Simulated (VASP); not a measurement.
# HC10 in VASP: notebook, part 3 of 3

VASP 6.6.1. Earlier steps stand in the parts before.

## 6. Single point, PBE

File INCAR:

```
SYSTEM = HC10
PREC = Accurate
ENCUT = 520
EDIFF = 1E-7
ISMEAR = 0
SIGMA = 0.1
LREAL = Auto
LASPH = .TRUE.
NELM = 60
ALGO = Normal
ISIF = 2
LWAVE = .FALSE.
LCHARG = .FALSE.
LDIPOL = .TRUE.
IDIPOL = 3
DIPOL = 0.5 0.5 0.293
GGA = PE
NBANDS = 58
```

File KPOINTS:

```
Automatic mesh
0
G
  4 3 1
  0 0 0
```

File POSCAR:

```
HC10
1.0
    8.5436715410      0.0000000000      0.0000000000
   -2.1359178852      8.6110540228      0.0000000000
    0.0000000000      0.0000000000     22.7788015587
C H
20 2
Direct
    0.0782061927      0.9794914374      0.1756018634
    0.5782061927      0.9794914374      0.1756018634
    0.4115395260      0.9794914374      0.1756018634
    0.9115395260      0.9794914374      0.1756018634
    0.3230790520      0.9589828748      0.2291807119
    0.8230790520      0.9589828748      0.2291807119
    0.1564123854      0.9589828748      0.2291807119
    0.6564123854      0.9589828748      0.2291807119
    0.0669021191      0.9383827998      0.2826780623
    0.5669021191      0.9383827998      0.2826780623
    0.4022889535      0.9383826011      0.2826780666
    0.9022889535      0.9383826011      0.2826780666
    0.3111130358      0.9176686260      0.3364248459
    0.8111130358      0.9176686260      0.3364248459
    0.1477209834      0.9176686383      0.3364247639
    0.6477209834      0.9176686383      0.3364247639
    0.0473696299      0.8987954532      0.3853929922
    0.5473696299      0.8987954532      0.3853929922
    0.4020260968      0.8987947219      0.3853934781
    0.9020260968      0.8987947219      0.3853934781
    0.2146917898      0.2321282990      0.4051482018
    0.3529227592      0.2321282990      0.4051482018
```

Potentials or basis: VASP PAW PBE potentials, release 64 (C, H).

The run is started by

```
$ cat potpaw_PBE.64/C/POTCAR potpaw_PBE.64/H/POTCAR > POTCAR
$ mpirun -np 1 vasp_std > vasp.out
```

OUTCAR:

```text
SYSTEM = HC10
   PREC = Accurate
   ENCUT = 520
   EDIFF = 1E-7
   ISMEAR = 0
   LREAL = Auto
   LASPH = .TRUE.
   NELM = 60
   ISIF = 2
   GGA = PE

 ion  position               nearest neighbor table
   1  0.078  0.979  0.176-   7 1.42   4 1.42
   2  0.578  0.979  0.176-   8 1.42   3 1.42
   3  0.412  0.979  0.176-   5 1.42   2 1.42
   4  0.912  0.979  0.176-   6 1.42   1 1.42
   5  0.323  0.959  0.229-   7 1.42   3 1.42  11 1.43
   6  0.823  0.959  0.229-   8 1.42   4 1.42  12 1.43
   7  0.156  0.959  0.229-   5 1.42   1 1.42   9 1.43
   8  0.656  0.959  0.229-   6 1.42   2 1.42  10 1.43
   9  0.067  0.938  0.283-  12 1.41   7 1.43  15 1.44
  10  0.567  0.938  0.283-  11 1.41   8 1.43  16 1.44
  11  0.402  0.938  0.283-  10 1.41   5 1.43  13 1.44
  12  0.902  0.938  0.283-   9 1.41   6 1.43  14 1.44
  13  0.311  0.918  0.336-  19 1.39  15 1.40  11 1.44
  14  0.811  0.918  0.336-  20 1.39  16 1.40  12 1.44
  15  0.148  0.918  0.336-  17 1.39  13 1.40   9 1.44
  16  0.648  0.918  0.336-  18 1.39  14 1.40  10 1.44
  17  0.047  0.899  0.385-  20 1.24  15 1.39
  18  0.547  0.899  0.385-  19 1.24  16 1.39
  19  0.402  0.899  0.385-  18 1.24  13 1.39
  20  0.902  0.899  0.385-  17 1.24  14 1.39
  21  0.215  0.232  0.405-
  22  0.353  0.232  0.405-

  LATTYP: Found a simple monoclinic cell.
 ALAT       =     8.5436715410
 B/A-ratio  =     2.6661607307
 C/A-ratio  =     1.0384295168
 COS(beta)  =    -0.2407481644

  Lattice vectors:

 A1 = (   8.5436715410,   0.0000000000,   0.0000000000)
 A2 = (   0.0000000000,   0.0000000000, -22.7788015587)
 A3 = (  -2.1359178852,   8.6110540228,   0.0000000000)

Analysis of symmetry for initial positions (statically):
=====================================================================
 Subroutine PRICEL returns:
 Original cell was already a primitive cell.

 Routine SETGRP: Setting up the symmetry group for a
 simple monoclinic supercell.

 Subroutine GETGRP returns: Found  1 space group operations
 (whereof  1 operations were pure point group operations)
 out of a pool of  4 trial point group operations.

The static configuration has the point symmetry C_1 .

Analysis of symmetry for dynamics (positions and initial velocities):
=====================================================================
 Subroutine PRICEL returns:
 Original cell was already a primitive cell.

 Routine SETGRP: Setting up the symmetry group for a
 simple monoclinic supercell.

 Subroutine GETGRP returns: Found  1 space group operations
 (whereof  1 operations were pure point group operations)
 out of a pool of  4 trial point group operations.

The dynamic configuration has the point symmetry C_1 .

 Subroutine INISYM returns: Found  1 space group operations
 (whereof  1 operations are pure point group operations),
 and found     1 'primitive' translations

[... 91 lines left out ...]
  0.000000  0.000000  0.000000      1.000000
  0.250000  0.000000  0.000000      2.000000
  0.500000  0.000000  0.000000      1.000000
  0.000000  0.333333  0.000000      2.000000
  0.250000  0.333333  0.000000      2.000000
  0.500000  0.333333  0.000000      2.000000
 -0.250000  0.333333  0.000000      2.000000
   k-points           NKPTS =      7   k-points in BZ     NKDIM =      7   number of bands    NBANDS=     58
   number of dos      NEDOS =    301   number of ions     NIONS =     22
   total plane-waves  NPLWV = 806400
   dimension x,y,z NGX =    64 NGY =   70 NGZ =  180
   dimension x,y,z NGXF=   128 NGYF=  140 NGZF=  360
   ions per type =              20   2
   NGX,Y,Z   is equivalent  to a cutoff of  12.45, 13.12, 13.14 a.u.
   NGXF,Y,Z  is equivalent  to a cutoff of  24.91, 26.23, 26.27 a.u.
 SYSTEM =  HC10
   PREC   = accura    normal or accurate (medium, high low for compatibility)
   ISTART =      0    job   : 0-new  1-cont  2-samecut
   ICHARG =      2    charge: 1-file 2-atom 10-const
   ISPIN  =      1    spin polarized calculation?
   LNONCOLLINEAR =      F non collinear calculations
   LSORBIT =      F    spin-orbit coupling
   LASPH  =      T    aspherical Exc in radial PAW
   ENCUT  =  520.0 eV  38.22 Ry    6.18 a.u.  15.89 16.50 42.35*2*pi/ulx,y,z
   NELM   =     60;   NELMIN=  2; NELMDL= -5     # of ELM steps
   EDIFF  = 0.1E-06   stopping-criterion for ELM
   LREAL  =      T    real-space projection
   EDIFFG = 0.1E-05   stopping-criterion for IOM
   NSW    =      0    number of steps for IOM
   IBRION =     -1    ionic relax: 0-MD 1-quasi-New 2-CG
   NFREE  =      0    steps in history (QN), initial steepest desc. (CG)
   ISIF   =      2    stress and relaxation
   ISYM   =      2    0-nonsym 1-usesym 2-fastsym
   POTIM  = 0.5000    time-step for ionic-motion
   TEBEG  =    0.0;   TEEND  =   0.0 temperature during run
   PSTRESS=    0.0 pullay stress
   NELECT =      82.0000    total number of electrons
   NUPDOWN=      -1.0000    fix difference up-down
   EMIN   =  10.00;   EMAX   =-10.00  energy-range for DOS
   EFERMI =   0.00;   METHOD = LEGACY
   ISMEAR =     0;   SIGMA  =   0.10  broadening in eV -4-tet -1-fermi 0-gaus
   EFERMI_NEDOS =   21; number of points for ismear=-14 and -15
   IALGO  =     38    algorithm
   IMIX   =      4    mixing-type and parameters
     AMIX     =   0.40;   BMIX     =  1.00
     AMIX_MAG =   1.60;   BMIX_MAG =  1.00
  volume/ion in A,a.u.               =      76.17       514.05
  Fermi-wavevector in a.u.,A,eV,Ry     =   0.598782  1.131534  4.878234  0.358540
  Thomas-Fermi vector in A             =   1.650017
   LORBIT       =      0    0 simple, 1 ext, 2 COOP (PROOUT), +10 PAW based schemes
   GGA     = PE    functional components
   LHFCALC =     F    Hartree Fock is set to
   AEXX    =    0.0000 exact exchange contribution
   IVDW    =     0    specifies the selected vdW correction
   LEPSILON=     F    determine dielectric tensor
   LRPA    =     F    only Hartree local field effects (RPA)
 non-spin polarized calculation
 Gauss-broadening in eV      SIGMA  =   0.10
  energy-cutoff  :      520.00
  volume of cell :     1675.84
 maximum number of plane-waves:     45188
   NGX = 31   NGY = 33   NGZ = 85

 dipolmoment           0.000000      0.000000      0.042207 electrons x Angstroem

 number of electron      82.0000000 magnetization

 dipolmoment           0.000000      0.000000     -0.266751 electrons x Angstroem

 Free energy of the ion-electron system (eV)
  ---------------------------------------------------
  ext. energy  EPLUGINS =         0.00000000
  ---------------------------------------------------
  free energy    TOTEN  =      -170.61696046 eV

  energy without entropy =     -170.60970118  energy(sigma->0) =     -170.61333082

 E-fermi :  -4.7057     XC(G=0):  -1.8879

 val. band max:       -4.8264729175   @ k =   0.0000   0.0000   0.0000
 cond. band min:      -4.5642001425   @ k =  -0.2500   0.3333   0.0000
 fundamental gap:      0.2622727750
 Fermi energy:        -4.7057257864

 k-point     1 :       0.0000    0.0000    0.0000
  band No.  band energies     occupation
      1     -23.1543      2.00000
      2     -21.8648      2.00000
      3     -21.5908      2.00000
      4     -21.3411      2.00000
      5     -20.1652      2.00000
      6     -19.7409      2.00000
[... 381 lines left out ...]
     52       0.1844      0.00000
     53       0.7327      0.00000
 [bands above 53 left out]

------------------------ aborting loop because EDIFF is reached ----------------------------------------

 vacuum level on the upper side and lower side of the slab       (xc-potential included)        -0.343         0.300

  FORCE on cell =-STRESS in cart. coord.  units (eV):
  Direction    XX          YY          ZZ          XY          YZ          ZX
  --------------------------------------------------------------------------------------
  -------------------------------------------------------------------------------------
  Total       -8.1045788     -0.0568506     -5.0488646      0.0306276      0.8097379      0.0266386
  in kB       -7.7483513     -0.0543518     -4.8269475      0.0292814      0.7741468      0.0254678
  external PRESSURE =      -4.2098835 kB  Pullay stress =       0.0000000 kB

 VOLUME and BASIS-vectors are now :
 -----------------------------------------------------------------------------
  energy-cutoff  :      520.00
  volume of cell :     1675.84
      direct lattice vectors                 reciprocal lattice vectors
     8.543671541  0.000000000  0.000000000     0.117045698  0.029032451  0.000000000
    -2.135917885  8.611054023  0.000000000     0.000000000  0.116129802  0.000000000
     0.000000000  0.000000000 22.778801559     0.000000000  0.000000000  0.043900466

 POSITION                                       TOTAL-FORCE (eV/Angst)
 -----------------------------------------------------------------------------------
     -1.42395      8.43445      4.00000        -6.818212     -0.160162      1.122339
      2.84789      8.43445      4.00000        -6.817605     -0.158336      1.121685
      1.42395      8.43445      4.00000         6.818090     -0.162416      1.122944
      5.69578      8.43445      4.00000         6.816312     -0.160114      1.122742
      0.71197      8.25785      5.22046        -0.453730      0.167810     -1.157451
      4.98381      8.25785      5.22046        -0.450140      0.166311     -1.159809
[... 14 lines left out ...]
      1.33845      1.99887      9.22879         4.658993      0.028261      0.016465
      2.51945      1.99887      9.22879        -4.645383      0.036363      0.014818
 -----------------------------------------------------------------------------------
    total drift:                               -0.026108     -0.001136      0.048332

  FREE ENERGIE OF THE ION-ELECTRON SYSTEM (eV)
  ---------------------------------------------------
  free  energy   TOTEN  =      -170.6169604597 eV

  energy  without entropy=     -170.6097011839  energy(sigma->0) =     -170.61333082

 vacuum level on the upper side and lower side of the slab         0.776         1.434
```

Wall time 22 min (1 thread of Intel Xeon 6975P-C (Granite Rapids), shared host); peak memory 1.6 GiB.

What came out:

| Item | Value |
| --- | --- |
| Free energy | -170.6170 eV |
| Largest force | 6.912 eV/Å |
| Band gap on the k mesh | 0.26 eV (least direct gap 0.37 eV) |

Forces in eV/Å, atoms in the order of the input:
```
C   -6.818 -0.160  1.122
C   -6.818 -0.158  1.122
C    6.818 -0.162  1.123
C    6.816 -0.160  1.123
C   -0.454  0.168 -1.157
C   -0.450  0.166 -1.160
C    0.460  0.167 -1.159
C    0.456  0.165 -1.160
C   -0.004  0.000  0.001
C   -0.013  0.003 -0.014
C    0.017  0.008 -0.009
C    0.016  0.008 -0.015
C   -0.123 -0.036  0.004
C   -0.083 -0.011  0.010
C    0.102 -0.049 -0.001
C    0.073 -0.004  0.015
C   -0.006 -0.003  0.003
C    0.005 -0.004  0.041
C   -0.002  0.007  0.027
C   -0.006 -0.008  0.053
H    4.659  0.028  0.016
H   -4.645  0.036  0.015
```

## 7. Overview

```csv
cell,gap on the mesh (eV),largest force (eV/Å)
"as given, atomic positions A",0.26,6.91
"as given, atomic positions B",0.26,6.91
"as given, atomic positions C",0.26,6.91
"as given, atomic positions D",0.26,6.91
"as given, atomic positions E",0.26,6.91
```

Alike in all rows: task single point; level PBE; potentials or basis VASP PAW PBE potentials, release 64 (C, H); no spin polarisation; k mesh 4 × 3 × 1; cutoff (eV) 520; smearing gaussian 0.1 eV.

Total energies depend on the potentials used, so only differences within one code and one set of settings carry meaning.
